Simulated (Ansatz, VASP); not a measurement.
# One calculation of HgTe, two programs

```
Hg Te
1.0
     0.00000    2.86186    2.86186
     2.86186    0.00000    2.86186
     2.86186    2.86186    0.00000
Hg Te
1 1
Cartesian
  0.0000 0.0000 0.0000
  2.8619 2.8619 2.8619
```

Change from the starting cell: volume scaled by 0.94, ions relaxed.

Alike in both runs: functional PBE; k mesh 14 × 14 × 14; occupations fermi-dirac, width 0.05 eV; no spin polarisation.

Ansatz relaxed the structure, and its values are those at the end. VASP's run is a single point on that final structure, the one shown.

```csv
,VASP,Ansatz
version,VASP 6.6.1,Ansatz 0.2.0
potentials or method,"VASP PAW PBE potentials, release 64 (Hg, Te)","plane-wave PAW, scalar-relativistic"
plane-wave cutoff (eV),520,420
valence electrons in the cell,18,36
```

Ansatz gave:

| Property | Result |
| --- | --- |
| pressure (GPa) | 17.4 |

**Question.** Which values does VASP return?

**Answer.** Pressure (GPa): 17.7.

VASP's potentials hold 18 valence electrons a cell and Ansatz's 36, so a difference there can come from the potentials and not from the codes. Ansatz's warnings: stress scf threshold loose.

Neither program's run includes spin-orbit coupling.
